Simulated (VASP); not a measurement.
Write the native input for VASP 6.6.1 that does the following.

| Item | Value |
| --- | --- |
| Task | relaxation of cell and atoms |
| Functional | PBE |
| Potentials or basis | VASP PAW PBE potentials, release 64 (Pb_d) |
| Cutoff | 600 eV |
| k mesh | 13 × 13 × 13 |
| Occupations | fermi-dirac, width 0.05 eV |
| Spin | no spin polarisation |
| Dipole correction | no |
| Further INCAR settings | ALGO = Normal; EDIFF = 1e-06; IBRION = 2; EDIFFG = -0.005; NSW = 100; ISIF = 3 |

The structure of Pb lies in POSCAR:

```
Pb
1.0
    0.0000000000      2.3584674470      2.3584674470
    2.3584674470      0.0000000000      2.3584674470
    2.3584674470      2.3584674470      0.0000000000
Pb
1
Direct
    0.0000000000      0.0000000000      0.0000000000
```

These files were run (other wordings do the same):

INCAR

```
PREC = Accurate ; ENCUT = 600
EDIFF = 1E-6 ; ISMEAR = -1
SIGMA = 0.05 ; LREAL = F
LASPH = T ; NELM = 100
ALGO = Normal ; ISIF = 3
LWAVE = F ; LCHARG = F
GGA = PE ; IBRION = 2
NSW = 100 ; EDIFFG = -0.005
```

KPOINTS

```
regular mesh
0
Gamma
  13 13 13
```

Potentials or basis: VASP PAW PBE potentials, release 64 (Pb_d).

The run is started by

```bash
$ cat potpaw_PBE.64/Pb_d/POTCAR > POTCAR
$ mpirun -np 1 vasp_std > vasp.out
```

It gave:

The relaxed volume is 31.98 Å³/atom, the relaxed cell is a = 3.563 Å, b = 3.563 Å, c = 3.563 Å, α = 60.00°, β = 60.00°, γ = 60.00° and the space group after relaxing (to 0.05 Å) is Fm-3m (No. 225). The energy gained by relaxing is 185.6 meV/atom, the ionic steps are 9 and the pressure after relaxing is 0.0 GPa. The band gap on the k mesh is zero (band 7 reaches 13.71 eV, above the bottom of band 8 at 5.14 eV).

Caveat: the volume moved by over 15 % at a fixed basis, so the end points are rough; spin-orbit coupling is left out, which moves the levels of the heavy elements.

Run time: 2.9 min on 1 thread of Intel Xeon 8259CL, with other jobs on the host, peak memory 0.19 GiB.
